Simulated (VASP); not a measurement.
RbLuSe2, 4 atoms in the cell. The structure is trigonal, space group R-3m (No. 166). The conventional cell has a = 4.092 Å, b = 4.092 Å, c = 23.652 Å, α = 90.00°, β = 90.00°, γ = 120.00°. Within 4.4 Å of Rb (site symmetry -3m) lie 6 Se at 3.38 Å and 6 Rb at 4.09 Å. Lu (site symmetry -3m) has 6 Se at 2.81 Å within 3.7 Å. Within 3.7 Å of Se (site symmetry 3m) lie 3 Lu at 2.81 Å and 3 Rb at 3.38 Å.  This cell differs from its parent crystal: z stretched by +0.5 %, x and y held.

```yaml
Program: VASP 6.6.1
Task: single point
Functional: PBEsol
Potentials_or_basis: VASP PAW PBE potentials, release 64 (Rb_sv, Lu, Se)
Cutoff: 520 eV
k_mesh: 6 × 6 × 6
Occupations: gaussian, width 0.01 eV
Spin: no spin polarisation
Dipole_correction: no
Further_INCAR_settings: ALGO = Normal; EDIFF = 1e-07; NBANDS = 31
```

Potentials or basis: VASP PAW PBE potentials, release 64 (Rb_sv, Lu, Se).

Command:

```sh
$ cat potpaw_PBE.64/Rb_sv/POTCAR potpaw_PBE.64/Lu/POTCAR potpaw_PBE.64/Se/POTCAR > POTCAR
$ mpirun -np 1 vasp_std > vasp.out
```

Hardware: 1 thread of Oxide Virtual Turin-like Processor, on a shared host.

Q: How long does it take, and how much memory?

A: Wall time 13 min on 1 thread of Oxide Virtual Turin-like Processor, on a shared host, peak memory 0.6 GiB. Counts: scf iterations 16, k points 32.
